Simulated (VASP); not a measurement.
Here is a VASP 6.6.1 calculation.

Contents of INCAR:

```
SYSTEM = AgBr
PREC = Accurate
ENCUT = 500
EDIFF = 1E-6
ISMEAR = 0
SIGMA = 0.01
LREAL = .False.
LASPH = .True.
NELM = 120
ALGO = Normal
ISIF = 2
LWAVE = .False.
LCHARG = .False.
GGA = PE
NBANDS = 16
GGA_COMPAT = .False.
```

File KPOINTS:

```
regular mesh
0
Gamma
  6 6 6
  0 0 0
```

POSCAR

```
AgBr
1.0
    0.0000000000      2.8620186354      2.8620186354
    2.8620186354      0.0000000000      2.8620186354
    2.8620186354      2.8620186354      0.0000000000
Ag Br
1 1
Direct
    0.0000000000      0.0000000000      0.0000000000
    0.5000000000      0.5000000000      0.5000000000
```

Potentials or basis: VASP PAW PBE potentials, release 64 (Ag, Br).

Launch:

```console
$ cat potpaw_PBE.64/Ag/POTCAR potpaw_PBE.64/Br/POTCAR > POTCAR
$ mpirun -np 1 vasp_std > vasp.out
```

Problem. Estimate the band gap on the k mesh.

Solution. 0.67 eV (least direct gap 2.63 eV).

Problem. What does it give for the pressure?

Solution. 2.7 GPa.

A k mesh can miss the band edges. A hybrid or GW would open this gap; PBE tends to underestimate it.
